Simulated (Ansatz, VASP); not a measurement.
# CaO: VASP beside Ansatz

Contents of INCAR:

```
SYSTEM = CaO
PREC = Accurate
ENCUT = 600
EDIFF = 1E-6
ISMEAR = 0
SIGMA = 0.01
LREAL = .False.
LASPH = .True.
NELM = 120
ALGO = Normal
ISIF = 2
LWAVE = .False.
LCHARG = .True.
GGA = PE
IVDW = 13
LELF = .True.
LVHAR = .True.
NBANDS = 15
GGA_COMPAT = .False.
```

File KPOINTS:

```
regular mesh
0
Gamma
  6 6 6
  0 0 0
```

POSCAR

```
CaO
1.0
    0.0000000000      2.3975473901      2.3975473901
    2.3975473901      0.0000000000      2.3975473901
    2.3975473901      2.3975473901      0.0000000000
Ca O
1 1
Direct
    0.0000000000      0.0000000000      0.0000000000
    0.5000000000      0.5000000000      0.5000000000
```

Input for Ansatz:

```yaml
crystal:
  lattice:
    - [0.0, 2.3975473901, 2.3975473901]
    - [2.3975473901, 0.0, 2.3975473901]
    - [2.3975473901, 2.3975473901, 0.0]
  atoms:
    - { symbol: Ca, position: [0.0, 0.0, 0.0] }
    - { symbol: O, position: [0.5, 0.5, 0.5] }
kpoints:
  mp_grid: { grid: [6, 6, 6] }
hamiltonian:
  xc: pbe
  dispersion: d4
scf:
  occupations: { method: fixed }
  n_extra_bands: 4
output:
  forces: true
  stress: true
  eigenvalues: true
```

Alike in both runs: task single point; functional PBE; dispersion D4; k mesh 6 × 6 × 6; no spin polarisation.

|  | VASP | Ansatz |
| --- | --- | --- |
| version | VASP 6.6.1 | Ansatz 0.2.0 |
| potentials or method | VASP PAW PBE potentials, release 64 (Ca_sv, O) | plane waves |
| plane-wave cutoff (eV) | 600 | 420 |
| occupations | gaussian, width 0.01 eV | fixed |
| valence electrons in the cell | 16 | 16 |

```tsv
	VASP	Ansatz	Ansatz less VASP
gap on the k mesh at the Fermi level (eV)	3.63	3.65	+0.019
pressure (GPa)	0.8	0.3	-0.48
```
